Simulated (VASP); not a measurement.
# C (P6_3/mmc) in VASP: further runs, part 2 of 2

VASP 6.6.1.

## Step 3: Single point, PBE (volume changed by +5%)

File INCAR:

```
SYSTEM = C
PREC     = Accurate       ! precision mode
ENCUT    = 520            ! plane-wave cutoff, eV
EDIFF    = 1E-6           ! SCF threshold, eV
ISMEAR   = 0              ! smearing method
SIGMA    = 0.01           ! smearing width, eV
LREAL    = .FALSE.        ! projectors in reciprocal space
LASPH    = .TRUE.         ! aspherical terms in the spheres
NELM     = 60             ! most SCF steps
ALGO     = Normal         ! electronic algorithm
ISIF     = 2              ! what is computed and relaxed
LWAVE    = .FALSE.        ! write WAVECAR
LCHARG   = .FALSE.        ! write CHGCAR
GGA      = PE             ! functional
NBANDS   = 16             ! bands
```

File KPOINTS:

```
Automatic mesh
0
G
  6 6 4
  0 0 0
```

File POSCAR:

```
C
1.0
    2.5442386573      0.0000000000      0.0000000000
   -1.2721193286      2.2033753106      0.0000000000
    0.0000000000      0.0000000000      4.2372235451
C
4
Direct
    0.3333333333      0.6666666667      0.0002313179
    0.6666666667      0.3333333333      0.5002313179
    0.3333333333      0.6666666667      0.3747686821
    0.6666666667      0.3333333333      0.8747686821
```

Potentials or basis: VASP PAW PBE potentials, release 64 (C).

Run with:

```bash
> cat potpaw_PBE.64/C/POTCAR > POTCAR
> mpirun -np 1 vasp_std > vasp.out
```

OUTCAR:

```text
SYSTEM = C
   PREC = Accurate
   ENCUT = 520
   EDIFF = 1E-6
   ISMEAR = 0
   LREAL = .FALSE.
   LASPH = .TRUE.
   NELM = 60
   ISIF = 2
   GGA = PE

 ion  position               nearest neighbor table
   1  0.333  0.667  0.000-   4 1.56   4 1.56   4 1.56   3 1.59
   2  0.667  0.333  0.500-   3 1.56   3 1.56   3 1.56   4 1.59
   3  0.333  0.667  0.375-   2 1.56   2 1.56   2 1.56   1 1.59
   4  0.667  0.333  0.875-   1 1.56   1 1.56   1 1.56   2 1.59

  LATTYP: Found a hexagonal cell.
 ALAT       =     2.5442386573
 C/A-ratio  =     1.6654190569

  Lattice vectors:

 A1 = (   2.5442386573,   0.0000000000,   0.0000000000)
 A2 = (  -1.2721193286,   2.2033753106,   0.0000000000)
 A3 = (   0.0000000000,   0.0000000000,   4.2372235451)

Analysis of symmetry for initial positions (statically):
=====================================================================
 Subroutine PRICEL returns:
 Original cell was already a primitive cell.

 Routine SETGRP: Setting up the symmetry group for a
 hexagonal supercell.

 Subroutine GETGRP returns: Found 24 space group operations
[... 170 lines left out ...]
 val. band max:        9.3437619041   @ k =   0.0000   0.0000   0.0000
 cond. band min:      12.8094557692   @ k =   0.3333   0.3333   0.0000
 fundamental gap:      3.4656938651
 Fermi energy:         9.4359035473

 k-point     1 :       0.0000    0.0000    0.0000
  band No.  band energies     occupation
      1     -11.8141      2.00000
      2      -6.4997      2.00000
      3      -3.8132      2.00000
      4       6.4077      2.00000
      5       6.4077      2.00000
      6       8.9021      2.00000
[... 376 lines left out ...]
      3      -2.7790      2.00000
      4      -2.7790      2.00000
      5       0.2754      2.00000
      6       0.2754      2.00000
[... 8 lines left out ...]
     15      24.0084      0.00000
     16      24.0084      0.00000

------------------------ aborting loop because EDIFF is reached ----------------------------------------

  FORCE on cell =-STRESS in cart. coord.  units (eV):
  Direction    XX          YY          ZZ          XY          YZ          ZX
  --------------------------------------------------------------------------------------
  -------------------------------------------------------------------------------------
  Total       -2.2083478     -2.2083478     -2.4010612     -0.0000000      0.0000000     -0.0000000
  in kB     -148.9533754   -148.9533754   -161.9519230     -0.0000000      0.0000000     -0.0000000
  external PRESSURE =    -153.2862246 kB  Pullay stress =       0.0000000 kB

 VOLUME and BASIS-vectors are now :
 -----------------------------------------------------------------------------
  energy-cutoff  :      520.00
  volume of cell :       23.75
      direct lattice vectors                 reciprocal lattice vectors
     2.544238657  0.000000000  0.000000000     0.393044889  0.226924572  0.000000000
    -1.272119329  2.203375311  0.000000000     0.000000000  0.453849145  0.000000000
     0.000000000  0.000000000  4.237223545     0.000000000  0.000000000  0.236003597

 POSITION                                       TOTAL-FORCE (eV/Angst)
 -----------------------------------------------------------------------------------
     -0.00000      1.46892      0.00098         0.000000     -0.000000     -0.050107
      1.27212      0.73446      2.11959        -0.000000      0.000000     -0.050107
     -0.00000      1.46892      1.58798         0.000000     -0.000000      0.050107
      1.27212      0.73446      3.70659        -0.000000     -0.000000      0.050107
 -----------------------------------------------------------------------------------
    total drift:                               -0.000000      0.000000      0.000000

  FREE ENERGIE OF THE ION-ELECTRON SYSTEM (eV)
  ---------------------------------------------------
  free  energy   TOTEN  =       -36.2198035384 eV

  energy  without entropy=      -36.2198035384  energy(sigma->0) =      -36.21980354
```

Wall time 11 s (1 thread of AMD EPYC 7R13, shared host); peak memory 0.1 GiB.

Results:

- Free energy: -36.2198 eV
- Pressure: -15.3 GPa
- Largest force: 0.050 eV/Å
- Band gap on the k mesh: 3.47 eV, indirect (least direct gap 4.90 eV)

Forces on the atoms (eV/Å):
```
C    0.000  0.000 -0.050
C    0.000  0.000 -0.050
C    0.000  0.000  0.050
C    0.000  0.000  0.050
```

Levels at points of the mesh, in eV from the valence-band top:
| k point | band 4 | band 5 | band 6 | band 7 | band 8 | band 9 | band 10 | band 11 | band 12 | band 13 |
| --- | --- | --- | --- | --- | --- | --- | --- | --- | --- | --- |
| (0.00, 0.00, 0.00) | -2.94 | -2.94 | -0.44 | 0.00 | 0.00 | 4.90 | 4.90 | 5.21 | 7.59 | 9.25 |
| (0.50, 0.00, 0.00) | -9.71 | -8.87 | -6.17 | -5.64 | -3.00 | 4.39 | 8.00 | 8.13 | 8.17 | 10.26 |
| (0.00, 0.00, 0.50) | -6.80 | -1.76 | -1.76 | -1.76 | -1.76 | 7.09 | 7.09 | 7.09 | 7.09 | 7.32 |
| (0.50, 0.00, 0.50) | -12.54 | -4.86 | -4.86 | -4.62 | -4.62 | 5.73 | 5.73 | 6.31 | 6.31 | 12.09 |

Caveat: the k points lie up to 0.48 Å⁻¹ apart. A k mesh can miss the band edges.

## Step 4: Single point, PBE (volume changed by +10%)

File INCAR:

```
  ALGO = Normal
  EDIFF = 1E-6
  ENCUT = 520
  GGA = PE
  ISIF = 2
  ISMEAR = 0
  LASPH = T
  LCHARG = T
  LELF = T
  LREAL = F
  LVHAR = T
  LWAVE = F
  NBANDS = 16
  NELM = 80
  PREC = Accurate
  SIGMA = 0.01
```

File KPOINTS:

```
k-points
0
Gamma
  6 6 4
```

File POSCAR:

```
C
1.0
    2.5839988085      0.0000000000      0.0000000000
   -1.2919994042      2.2378086115      0.0000000000
    0.0000000000      0.0000000000      4.3034408585
C
4
Direct
    0.3333333333      0.6666666667      0.0002313179
    0.6666666667      0.3333333333      0.5002313179
    0.3333333333      0.6666666667      0.3747686821
    0.6666666667      0.3333333333      0.8747686821
```

Run with:

```bash
> cat potpaw_PBE.64/C/POTCAR > POTCAR
> mpirun -np 1 vasp_std > vasp.out
```

It took 11 s on 1 thread of AMD EPYC 7R13, shared host; peak memory 0.1 GiB.

Results (log left out):

| Property | Result |
| --- | --- |
| Free energy | -36.0543 eV |
| Pressure | -31.3 GPa |
| Largest force | 0.099 eV/Å |
| Band gap on the k mesh | 3.60 eV, indirect (least direct gap 4.82 eV) |

Forces in eV/Å, atoms in the order of the input:
```
C    0.000  0.000 -0.099
C    0.000  0.000 -0.099
C    0.000  0.000  0.099
C    0.000  0.000  0.099
```

Stress tensor (GPa, compression positive):
```
-30.86   0.00   0.00
  0.00 -30.86   0.00
  0.00   0.00 -32.27
```

Levels at points of the mesh, in eV from the valence-band top:
```csv
k point,band 6,band 7,band 8,band 9,band 10,band 11
"(0.00, 0.00, 0.00)",-0.41,0.00,0.00,4.82,4.82,5.09
"(0.50, 0.00, 0.00)",-5.89,-5.35,-2.87,4.28,7.90,7.95
"(0.00, 0.00, 0.50)",-1.67,-1.67,-1.67,6.91,6.91,6.91
"(0.50, 0.00, 0.50)",-4.64,-4.43,-4.43,5.52,5.52,6.14
```

Caveat: the k points lie up to 0.47 Å⁻¹ apart.

## Step 5: Overview

```tsv
cell	gap on the mesh (eV)	pressure (GPa)	largest force (eV/Å)
a = 2.503, b = 2.503, c = 4.169 Å, angles 90.0, 90.0, 120.0°, 4 atoms	3.31	4.9	0.01
a = 2.544, b = 2.544, c = 4.237 Å, angles 90.0, 90.0, 120.0°, 4 atoms	3.47	-15.3	0.05
a = 2.584, b = 2.584, c = 4.303 Å, angles 90.0, 90.0, 120.0°, 4 atoms	3.60	-31.3	0.10
```

Alike in all rows: task single point; level PBE; potentials or basis VASP PAW PBE potentials, release 64 (C); no spin polarisation; k mesh 6 × 6 × 4; cutoff (eV) 520; smearing gaussian 0.01 eV.

Caveats: all runs use coarse meshes.

Total energies depend on the potentials used, so only differences within one code and one set of settings carry meaning.
